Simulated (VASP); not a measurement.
Here is a VASP 6.6.1 calculation.

The input INCAR:

```
ALGO = Normal ; EDIFF = 1E-6
EDIFFG = -0.002 ; ENCUT = 600
GGA = PS ; IBRION = 2
ISIF = 3 ; ISMEAR = 0
LASPH = True ; LCHARG = False
LREAL = False ; LWAVE = False
NELM = 60 ; NSW = 100
PREC = Accurate ; PSTRESS = 20.0
SIGMA = 0.01
```

The input KPOINTS:

```
k-points
0
Gamma
  10 10 10
```

File POSCAR:

```
SiC
1.0
    0.0000000000      2.1784126226      2.1784126226
    2.1784126226      0.0000000000      2.1784126226
    2.1784126226      2.1784126226      0.0000000000
Si C
1 1
Direct
    0.0000000000      0.0000000000      0.0000000000
    0.7500000000      0.7500000000      0.7500000000
```

Potentials or basis: VASP PAW PBE potentials, release 64 (Si, C).

Launch:

```console
$ cat potpaw_PBE.64/Si/POTCAR potpaw_PBE.64/C/POTCAR > POTCAR
$ mpirun -np 1 vasp_std > vasp.out
```

(1) What does it give for the band gap on the k mesh?

(2) Predict the relaxed volume.

Results:

(1) 1.23 eV, indirect (least direct gap 4.45 eV).

(2) 10.26 Å³/atom.

Caveat: the cell is relaxed towards a set pressure, so the enthalpy falls and the energy may rise; the PAW data sets were made with another functional, which shifts forces and pressure a little.
